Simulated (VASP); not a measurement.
# Si7Ge (P-42m) in VASP: a series of runs

Runs on Si7Ge. Level: PBEsol. Tasks: single point.

All numbers are computed with VASP 6.6.1; they aren't measurements. Logs are shortened: lines on timing, memory, paths and dates and some standing lists are left out, and cuts for length are marked.

## Step 1: The cell of the first run

Symmetry: P-42m, No. 111, tetragonal system. The conventional cell has a = 5.596 Å, b = 5.596 Å, c = 5.323 Å, α = 90.00°, β = 90.00°, γ = 90.00°. Within 3.1 Å of Si (site symmetry m) lie 3 Si at 2.38 Å and 1 Ge at 2.41 Å. Within 3.1 Å of Si (site symmetry 222) lie 4 Si at 2.38 Å. Within 3.1 Å of Si (site symmetry -42m) lie 4 Si at 2.38 Å. Within 3.2 Å of Ge (site symmetry -42m) lie 4 Si at 2.41 Å.

## Step 2: Single point, PBEsol (strain +0.025 along x and y, -0.025 along z)

Input file INCAR:

```
SYSTEM = Si7Ge
PREC = Accurate
ENCUT = 520
EDIFF = 1E-6
ISMEAR = 0
SIGMA = 0.03
LREAL = .False.
LASPH = .True.
NELM = 100
ALGO = Normal
ISIF = 2
LWAVE = .False.
LCHARG = .True.
GGA = PS
LELF = .True.
LVHAR = .True.
NBANDS = 31
```

Input file KPOINTS:

```
Automatic mesh
0
Gamma
  6 6 6
  0 0 0
```

Input file POSCAR:

```
Si7Ge
1.0
    5.5956562302      0.0000000000      0.0000000000
    0.0000000000      5.5956562302      0.0000000000
    0.0000000000      0.0000000000      5.3226973898
Si Ge
7 1
Direct
    0.2525976818      0.2525976818      0.2525976818
    0.0000000000      0.5000000000      0.5000000000
    0.5000000000      0.5000000000      0.0000000000
    0.5000000000      0.0000000000      0.5000000000
    0.7474023182      0.2525976818      0.7474023182
    0.7474023182      0.7474023182      0.2525976818
    0.2525976818      0.7474023182      0.7474023182
    0.0000000000      0.0000000000      0.0000000000
```

Potentials or basis: VASP PAW PBE potentials, release 64 (Si, Ge_d).

Started as:

```
cat potpaw_PBE.64/Si/POTCAR potpaw_PBE.64/Ge_d/POTCAR > POTCAR
mpirun -np 1 vasp_std > vasp.out
```

OUTCAR:

```text
SYSTEM = Si7Ge
   PREC = Accurate
   ENCUT = 520
   EDIFF = 1E-6
   ISMEAR = 0
   LREAL = .False.
   LASPH = .True.
   NELM = 100
   ISIF = 2
   GGA = PS

 ion  position               nearest neighbor table
   1  0.253  0.253  0.253-   3 2.38   2 2.38   4 2.38   8 2.41
   2  0.000  0.500  0.500-   1 2.38   5 2.38   6 2.38   7 2.38
   3  0.500  0.500  0.000-   1 2.38   5 2.38   6 2.38   7 2.38
   4  0.500  0.000  0.500-   1 2.38   5 2.38   6 2.38   7 2.38
   5  0.747  0.253  0.747-   3 2.38   2 2.38   4 2.38   8 2.41
   6  0.747  0.747  0.253-   3 2.38   2 2.38   4 2.38   8 2.41
   7  0.253  0.747  0.747-   3 2.38   2 2.38   4 2.38   8 2.41
   8  0.000  0.000  0.000-   1 2.41   5 2.41   6 2.41   7 2.41

  LATTYP: Found a simple tetragonal cell.
 ALAT       =     5.5956562302
 C/A-ratio  =     0.9512195122

  Lattice vectors:

 A1 = (   5.5956562302,   0.0000000000,   0.0000000000)
 A2 = (   0.0000000000,   5.5956562302,   0.0000000000)
 A3 = (   0.0000000000,   0.0000000000,   5.3226973898)

Analysis of symmetry for initial positions (statically):
=====================================================================
 Subroutine PRICEL returns:
 Original cell was already a primitive cell.

 Routine SETGRP: Setting up the symmetry group for a
 simple tetragonal supercell.

 Subroutine GETGRP returns: Found  8 space group operations
 (whereof  8 operations were pure point group operations)
 out of a pool of 16 trial point group operations.

The static configuration has the point symmetry D_2d.

Analysis of symmetry for dynamics (positions and initial velocities):
=====================================================================
 Subroutine PRICEL returns:
 Original cell was already a primitive cell.

 Routine SETGRP: Setting up the symmetry group for a
 simple tetragonal supercell.

 Subroutine GETGRP returns: Found  8 space group operations
 (whereof  8 operations were pure point group operations)
 out of a pool of 16 trial point group operations.

The dynamic configuration has the point symmetry D_2d.

 Subroutine INISYM returns: Found  8 space group operations
 (whereof  8 operations are pure point group operations),
 and found     1 'primitive' translations

----------------------------------------------------------------------------------------

                                     Primitive cell
[... 102 lines left out ...]
   NELM   =    100;   NELMIN=  2; NELMDL= -5     # of ELM steps
   EDIFF  = 0.1E-05   stopping-criterion for ELM
   LREAL  =      F    real-space projection
   EDIFFG = 0.1E-04   stopping-criterion for IOM
   NSW    =      0    number of steps for IOM
   IBRION =     -1    ionic relax: 0-MD 1-quasi-New 2-CG
   NFREE  =      0    steps in history (QN), initial steepest desc. (CG)
   ISIF   =      2    stress and relaxation
   ISYM   =      2    0-nonsym 1-usesym 2-fastsym
   POTIM  = 0.5000    time-step for ionic-motion
   TEBEG  =    0.0;   TEEND  =   0.0 temperature during run
   PSTRESS=    0.0 pullay stress
   NELECT =      42.0000    total number of electrons
   NUPDOWN=      -1.0000    fix difference up-down
   EMIN   =  10.00;   EMAX   =-10.00  energy-range for DOS
   EFERMI =   0.00;   METHOD = LEGACY
   ISMEAR =     0;   SIGMA  =   0.03  broadening in eV -4-tet -1-fermi 0-gaus
   EFERMI_NEDOS =   21; number of points for ismear=-14 and -15
   IALGO  =     38    algorithm
   IMIX   =      4    mixing-type and parameters
     AMIX     =   0.40;   BMIX     =  1.00
     AMIX_MAG =   1.60;   BMIX_MAG =  1.00
  volume/ion in A,a.u.               =      20.83       140.59
  Fermi-wavevector in a.u.,A,eV,Ry     =   1.034062  1.954094 14.548500  1.069285
  Thomas-Fermi vector in A             =   2.168339
   LORBIT       =      0    0 simple, 1 ext, 2 COOP (PROOUT), +10 PAW based schemes
   GGA     = PS    functional components
   LHFCALC =     F    Hartree Fock is set to
   AEXX    =    0.0000 exact exchange contribution
   IVDW    =     0    specifies the selected vdW correction
   LEPSILON=     F    determine dielectric tensor
   LRPA    =     F    only Hartree local field effects (RPA)
 non-spin polarized calculation
 Gauss-broadening in eV      SIGMA  =   0.03
  energy-cutoff  :      520.00
  volume of cell :      166.66
 maximum number of plane-waves:      4527
 NGX is ok and might be reduce to    42
   NGX = 21   NGY = 21   NGZ = 19

 number of electron      41.9999986 magnetization

 Free energy of the ion-electron system (eV)
  ---------------------------------------------------
  ext. energy  EPLUGINS =         0.00000000
  ---------------------------------------------------
  free energy    TOTEN  =       -45.02923790 eV

  energy without entropy =      -45.02902141  energy(sigma->0) =      -45.02912966

 E-fermi :   5.6082     XC(G=0):  -9.5463

 val. band max:        5.3837138671   @ k =   0.1667   0.0000   0.1667
 cond. band min:       5.6168683786   @ k =   0.0000   0.0000   0.1667
 fundamental gap:      0.2331545115
 Fermi energy:         5.6081647547

 k-point     1 :       0.0000    0.0000    0.0000
  band No.  band energies     occupation
      1     -18.6839      2.00000
      2     -18.6839      2.00000
      3     -18.6824      2.00000
      4     -18.6619      2.00000
      5     -18.6565      2.00000
      6      -6.5171      2.00000
[... 805 lines left out ...]
     30      10.0770      0.00000
     31      10.1276      0.00000

 [... further k-points ...]
[... 5 lines left out ...]
  --------------------------------------------------------------------------------------
  -------------------------------------------------------------------------------------
  Total       -3.5943979     -3.5943979      0.6715711      0.0000000      0.0000000      0.0000000
  in kB      -34.5543641    -34.5543641      6.4560774      0.0000000      0.0000000      0.0000000
  external PRESSURE =     -20.8842169 kB  Pullay stress =       0.0000000 kB

 VOLUME and BASIS-vectors are now :
 -----------------------------------------------------------------------------
  energy-cutoff  :      520.00
  volume of cell :      166.66
      direct lattice vectors                 reciprocal lattice vectors
     5.595656230  0.000000000  0.000000000     0.178710049  0.000000000  0.000000000
     0.000000000  5.595656230  0.000000000     0.000000000  0.178710049  0.000000000
     0.000000000  0.000000000  5.322697390     0.000000000  0.000000000  0.187874667

 POSITION                                       TOTAL-FORCE (eV/Angst)
 -----------------------------------------------------------------------------------
      1.41345      1.41345      1.34450        -0.006363     -0.006363      0.009762
      0.00000      2.79783      2.66135         0.000000     -0.000000      0.000000
      2.79783      2.79783      0.00000         0.000000     -0.000000      0.000000
      2.79783      0.00000      2.66135         0.000000     -0.000000      0.000000
      4.18221      1.41345      3.97820         0.006363     -0.006363     -0.009762
      4.18221      4.18221      1.34450         0.006363      0.006363      0.009762
      1.41345      4.18221      3.97820        -0.006363      0.006363     -0.009762
      0.00000      0.00000      0.00000         0.000000     -0.000000      0.000000
 -----------------------------------------------------------------------------------
    total drift:                                0.000000      0.000000      0.000000

  FREE ENERGIE OF THE ION-ELECTRON SYSTEM (eV)
  ---------------------------------------------------
  free  energy   TOTEN  =       -45.0292379046 eV

  energy  without entropy=      -45.0290214114  energy(sigma->0) =      -45.02912966
```

Run time: 93 s. Hardware: 1 thread of Intel Xeon 6975P-C (Granite Rapids), shared host; peak memory 0.35 GiB.

Results:

```yaml
Free_energy: -45.0292 eV
Pressure: -2.1 GPa
Largest_force: 0.013 eV/Å
Band_gap_on_the_k_mesh: zero (filled and empty bands touch)
```

Forces in eV/Å, atoms in the order of the input:
```
Si  -0.006 -0.006  0.010
Si   0.000  0.000  0.000
Si   0.000  0.000  0.000
Si   0.000  0.000  0.000
Si   0.006 -0.006 -0.010
Si   0.006  0.006  0.010
Si  -0.006  0.006 -0.010
Ge   0.000  0.000  0.000
```

Stress tensor (GPa, compression positive):
```
-3.46  0.00  0.00
 0.00 -3.46  0.00
 0.00  0.00  0.65
```

Levels at points of the mesh, in eV from the Fermi level:
| k point | band 17 | band 18 | band 19 | band 20 | band 21 | band 22 | band 23 | band 24 | band 25 | band 26 |
| --- | --- | --- | --- | --- | --- | --- | --- | --- | --- | --- |
| (0.00, 0.00, 0.00) | -2.89 | -2.86 | -0.29 | -0.29 | 0.01 | 0.05 | 0.28 | 0.54 | 0.65 | 0.65 |
| (0.50, 0.00, 0.00) | -3.79 | -2.07 | -2.01 | -1.91 | -1.85 | 0.91 | 1.08 | 2.79 | 2.80 | 3.68 |
| (0.50, 0.50, 0.00) | -3.69 | -1.88 | -1.76 | -1.70 | -1.70 | 1.75 | 1.75 | 1.82 | 2.00 | 4.43 |
| (0.00, 0.00, 0.50) | -3.50 | -2.30 | -2.30 | -2.19 | -2.19 | 0.51 | 0.68 | 2.87 | 2.91 | 4.35 |
| (0.50, 0.00, 0.50) | -3.97 | -1.52 | -1.41 | -1.34 | -1.32 | 2.19 | 2.19 | 2.24 | 2.46 | 4.13 |
| (0.50, 0.50, 0.50) | -1.55 | -1.28 | -1.17 | -1.17 | -1.04 | 0.64 | 1.04 | 1.04 | 1.12 | 2.81 |

Caveat: the cell differs from its parent crystal (strain +0.025 along x and y, -0.025 along z); the PAW data sets were made with another functional, which shifts forces and pressure a little.

## Step 3: Single point, PBEsol (strain +0.050 along x and y, -0.050 along z)

Input file INCAR:

```
  PREC = Accurate
  ENCUT = 520
  EDIFF = 1E-6
  ISMEAR = 0
  SIGMA = 0.03
  LREAL = False
  LASPH = True
  NELM = 60
  ALGO = Normal
  ISIF = 2
  LWAVE = False
  LCHARG = True
  GGA = PS
  LELF = True
  LVHAR = True
  NBANDS = 31
```

Input file KPOINTS:

```
regular mesh
0
Gamma
  6 6 6
```

Changes to POSCAR since step 2:

```diff
@@ -2,5 +2,5 @@
 1.0
-    5.5956562302      0.0000000000      0.0000000000
-    0.0000000000      5.5956562302      0.0000000000
-    0.0000000000      0.0000000000      5.3226973898
+    5.7321356505      0.0000000000      0.0000000000
+    0.0000000000      5.7321356505      0.0000000000
+    0.0000000000      0.0000000000      5.1862179695
 Si Ge
```

Potentials or basis: VASP PAW PBE potentials, release 64 (Si, Ge_d).

Started as:

```
cat potpaw_PBE.64/Si/POTCAR potpaw_PBE.64/Ge_d/POTCAR > POTCAR
mpirun -np 1 vasp_std > vasp.out
```

Wall time 98 s (1 thread of Intel Xeon 6975P-C (Granite Rapids), shared host); peak memory 0.38 GiB.

It converged, with:

```yaml
Free_energy: -44.7535 eV
Pressure: -4.0 GPa
Largest_force: 0.025 eV/Å
Band_gap_on_the_k_mesh: zero (band 21 reaches 5.33 eV, above the bottom of band 22 at 5.17 eV)
```

Forces on the atoms (eV/Å):
```
Si  -0.002 -0.002  0.025
Si   0.000  0.000  0.000
Si   0.000  0.000  0.000
Si   0.000  0.000  0.000
Si   0.002 -0.002 -0.025
Si   0.002  0.002  0.025
Si  -0.002  0.002 -0.025
Ge   0.000  0.000  0.000
```

Stress tensor (GPa, compression positive):
```
-6.47  0.00  0.00
 0.00 -6.47  0.00
 0.00  0.00  0.93
```

Levels at points of the mesh, in eV from the Fermi level:
```csv
k point,band 17,band 18,band 19,band 20,band 21,band 22,band 23,band 24,band 25,band 26
"(0.00, 0.00, 0.00)",-2.57,-2.54,-0.26,-0.26,0.05,0.14,0.40,0.79,0.95,0.95
"(0.50, 0.00, 0.00)",-3.67,-1.84,-1.77,-1.60,-1.53,1.21,1.38,2.86,2.90,3.44
"(0.50, 0.50, 0.00)",-3.29,-1.95,-1.82,-1.78,-1.78,1.60,1.60,1.66,1.83,4.55
"(0.00, 0.00, 0.50)",-3.23,-2.29,-2.29,-2.18,-2.18,0.40,0.55,3.08,3.13,4.89
"(0.50, 0.00, 0.50)",-3.83,-1.28,-1.17,-1.10,-1.08,2.40,2.41,2.42,2.67,3.81
"(0.50, 0.50, 0.50)",-1.60,-0.94,-0.84,-0.84,-0.70,0.55,0.90,0.90,1.03,2.78
```

Caveat: the cell differs from its parent crystal (strain +0.050 along x and y, -0.050 along z); the PAW data sets were made with another functional, which shifts forces and pressure a little.

## Step 4: Single point, PBEsol (strain +0.050 along x and y, -0.025 along z)

Input file INCAR:

```
SYSTEM = Si7Ge
PREC     = Accurate       ! precision mode
ENCUT    = 520            ! plane-wave cutoff, eV
EDIFF    = 1E-6           ! SCF threshold, eV
ISMEAR   = 0              ! smearing method
SIGMA    = 0.03           ! smearing width, eV
LREAL    = .False.        ! projectors in reciprocal space
LASPH    = .True.         ! aspherical terms in the spheres
NELM     = 60             ! most SCF steps
ALGO     = Normal         ! electronic algorithm
ISIF     = 2              ! what is computed and relaxed
LWAVE    = .False.        ! write WAVECAR
LCHARG   = .False.        ! write CHGCAR
GGA      = PS             ! functional
NBANDS   = 31             ! bands
```

Input file KPOINTS:

```
Automatic mesh
0
Gamma
  6 6 6
  0 0 0
```

Changes to POSCAR since step 3:

```diff
@@ -4,3 +4,3 @@
     0.0000000000      5.7321356505      0.0000000000
-    0.0000000000      0.0000000000      5.1862179695
+    0.0000000000      0.0000000000      5.3226973898
 Si Ge
```

Started as:

```
cat potpaw_PBE.64/Si/POTCAR potpaw_PBE.64/Ge_d/POTCAR > POTCAR
mpirun -np 1 vasp_std > vasp.out
```

It took 95 s on 1 thread of Intel Xeon 6975P-C (Granite Rapids), shared host; peak memory 0.38 GiB.

The run converged. Its results:

```yaml
Free_energy: -44.7418 eV
Pressure: -5.7 GPa
Largest_force: 0.015 eV/Å
Band_gap_on_the_k_mesh: zero (band 21 reaches 5.22 eV, above the bottom of band 22 at 5.11 eV)
```

Forces in eV/Å, atoms in the order of the input:
```
Si  -0.001 -0.001  0.015
Si   0.000  0.000  0.000
Si   0.000  0.000  0.000
Si   0.000  0.000  0.000
Si   0.001 -0.001 -0.015
Si   0.001  0.001  0.015
Si  -0.001  0.001 -0.015
Ge   0.000  0.000  0.000
```

Stress tensor (GPa, compression positive):
```
-7.59  0.00  0.00
 0.00 -7.59  0.00
 0.00  0.00 -1.81
```

Levels at points of the mesh, in eV from the Fermi level:
```tsv
k point	band 18	band 19	band 20	band 21	band 22	band 23	band 24	band 25
(0.00, 0.00, 0.00)	-2.64	-0.30	-0.30	0.11	0.12	0.31	0.69	0.82
(0.50, 0.00, 0.00)	-1.92	-1.85	-1.72	-1.66	1.06	1.23	2.78	2.80
(0.50, 0.50, 0.00)	-1.88	-1.76	-1.71	-1.71	1.63	1.63	1.68	1.88
(0.00, 0.00, 0.50)	-2.24	-2.24	-2.13	-2.13	0.47	0.63	2.90	2.94
(0.50, 0.00, 0.50)	-1.38	-1.28	-1.20	-1.18	2.22	2.24	2.24	2.50
(0.50, 0.50, 0.50)	-1.11	-1.00	-1.00	-0.87	0.47	0.84	0.84	0.94
```

Caveat: the cell differs from its parent crystal (strain +0.050 along x and y, -0.025 along z); the PAW data sets were made with another functional, which shifts forces and pressure a little.

## Step 5: Summary

```csv
cell,gap on the mesh (eV),pressure (GPa),largest force (eV/Å)
"a = 5.596, b = 5.596, c = 5.323 Å, 8 atoms",none,-2.1,0.01
"a = 5.732, b = 5.732, c = 5.186 Å, 8 atoms",none,-4.0,0.03
"a = 5.732, b = 5.732, c = 5.323 Å, 8 atoms",none,-5.7,0.01
```

Alike in all rows: task single point; level PBEsol; potentials or basis VASP PAW PBE potentials, release 64 (Si, Ge_d); no spin polarisation; k mesh 6 × 6 × 6; cutoff (eV) 520; smearing gaussian 0.03 eV.

Caveats: the PAW data sets were made with another functional, which shifts forces and pressure a little.

Total energies depend on the potentials used, so only differences within one code and one set of settings carry meaning.
